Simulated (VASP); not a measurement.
Here is a VASP 6.6.1 calculation.

Contents of INCAR:

```
AGGAC = 1.0 ; AGGAX = 1.0
ALDAC = 0.0 ; ALDAX = 1.0
ALGO = Normal ; EDIFF = 1E-6
ENCUT = 1340 ; GGA = B5
GGA_COMPAT = F ; ISIF = 2
ISMEAR = -1 ; IVDW = 12
LASPH = T ; LCHARG = F
LREAL = F ; LWAVE = F
NBANDS = 26 ; NELM = 120
PREC = Accurate ; SIGMA = 0.05
VDW_A1 = 0.4298 ; VDW_A2 = 4.2359
VDW_S6 = 1.0 ; VDW_S8 = 2.6996
```

Contents of KPOINTS:

```
k-points
0
Gamma
  9 9 5
```

Contents of POSCAR:

```
ZnO
1.0
    3.2493080000      0.0000000000      0.0000000000
   -1.6246540000      2.8139832727      0.0000000000
    0.0000000000      0.0000000000      5.2057090000
Zn O
2 2
Direct
    0.6666666667      0.3333333333      0.0000000000
    0.3333333333      0.6666666667      0.5000000000
    0.3333333333      0.6666666667      0.8790100000
    0.6666666667      0.3333333333      0.3790100000
```

Potentials or basis: VASP PAW PBE potentials, release 64 (Zn, O_h).

Launch:

```console
$ cat potpaw_PBE.64/Zn/POTCAR potpaw_PBE.64/O_h/POTCAR > POTCAR
$ mpirun -np 1 vasp_std > vasp.out
```

**Question.** What does it give for the pressure?

**Answer.** 3.7 GPa.

**Question.** What does it give for the band gap on the k mesh?

**Answer.** 0.97 eV.

**Question.** What does it give for the largest force?

**Answer.** 0.068 eV/Å.

Forces on the atoms (eV/Å):
```
Zn   0.000  0.000 -0.068
Zn   0.000  0.000 -0.068
O    0.000  0.000  0.068
O    0.000  0.000  0.068
```

Caveat: the cell stands under pressure; the PAW data sets were made with another functional, which shifts forces and pressure a little. Expect the measured gap to be larger: semilocal functionals such as BLYP lack the derivative discontinuity.
